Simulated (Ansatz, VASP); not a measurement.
ZnAs2C: VASP beside Ansatz

```
CELL_PARAMETERS angstrom
3.52121 0.00000 0.00000
0.00000 3.52121 0.00000
0.00000 0.00000 10.62006
ATOMIC_POSITIONS crystal
Zn 0.50000 0.00000 0.85399
Zn 0.00000 0.50000 0.14601
As 0.50000 0.50000 0.00000
As 0.00000 0.00000 0.29982
As 0.50000 0.50000 0.50000
As 0.00000 0.00000 0.70018
C 0.50000 0.00000 0.40357
C 0.00000 0.50000 0.59643
```

Alike in both runs: task single point; functional r2SCAN; k mesh 6 × 6 × 2; occupations fermi-dirac, width 0.02 eV; no spin polarisation.

```csv
,VASP,Ansatz
version,VASP 6.6.1,Ansatz 0.2.0
potentials or method,"VASP PAW PBE potentials, release 64 (Zn, As, C)","plane waves, PAW"
plane-wave cutoff (eV),660,500
valence electrons in the cell,52,92
```

|  | VASP | Ansatz | Ansatz less VASP |
| --- | --- | --- | --- |
| pressure (GPa) | 3.2 | 3.0 | -0.14 |
| rms of the force components (eV/Å) | 0.035 | 0.034 | -0.0009 |

VASP's potentials were made for PBE, not for r2SCAN. With one functional, cell and mesh, what is left measures potentials, basis and numerics. VASP's potentials hold 52 valence electrons a cell and Ansatz's 92, so a difference there can come from the potentials and not from the codes.
